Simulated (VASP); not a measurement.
The system is KTaO3.

```
CELL_PARAMETERS angstrom
3.99013 0.00000 0.00000
0.00000 3.99013 0.00000
0.00000 0.00000 3.99013
ATOMIC_POSITIONS crystal
K 0.00000 0.00000 0.00000
Ta 0.50000 0.50000 0.50000
O 0.50000 0.50000 0.00000
O 0.50000 0.00000 0.50000
O 0.00000 0.50000 0.50000
```

Base run:

```yaml
Program: VASP 6.6.1
Functional: r2SCAN
Potentials_or_basis: VASP PAW PBE potentials, release 64 (K_sv, Ta_pv, O)
Cutoff: 520 eV
k_mesh: 6 × 6 × 6
Occupations: gaussian, width 0.01 eV
Spin: no spin polarisation
```

Its results: band gap on the k mesh 2.59 eV (least direct gap 3.25 eV); pressure 0.9 GPa.

Question: The run is repeated on the same cell with these changes: functional from r2SCAN to PBE; occupations from gaussian, width 0.01 eV to fermi-dirac, width 0.02 eV. What comes out?

Answer: Band gap on the k mesh 2.17 eV (least direct gap 2.79 eV); pressure 5.8 GPa.

Caveats: spin-orbit coupling is left out, which moves the levels of the heavy elements; the PAW data sets were made with another functional, which shifts forces and pressure a little (at least some runs); the cell stands under pressure (at least some runs).

A k mesh can miss the band edges.
